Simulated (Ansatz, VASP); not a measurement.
Ir: VASP beside Ansatz

```
Ir
1.0
     0.00000    1.87655    1.87655
     1.87655    0.00000    1.87655
     1.87655    1.87655    0.00000
Ir
1
Direct
  0.00000 0.00000 0.00000
```

Change from the starting cell: volume scaled by 0.94, PAW files.

Alike in both runs: task single point; functional PBEsol; k mesh 19 × 19 × 19; occupations fermi-dirac, width 0.08 eV; no spin polarisation.

|  | VASP | Ansatz |
| --- | --- | --- |
| version | VASP 6.6.1 | Ansatz 0.2.0 |
| potentials or method | VASP PAW PBE potentials, release 64 (Ir) | PAW with Ansatz's default frozen-core files, scalar-relativistic |
| plane-wave cutoff (eV) | 520 | 420 |
| valence electrons in the cell | 9 | 17 |

Ansatz gave:

* pressure (GPa): 27.9

Task: Which values does VASP return?

Result: Pressure (GPa): 29.5.

VASP's potentials were made for PBE, not for PBEsol. VASP's potentials hold 9 valence electrons a cell and Ansatz's 17, so a difference there can come from the potentials and not from the codes.

Spin-orbit coupling is off throughout.
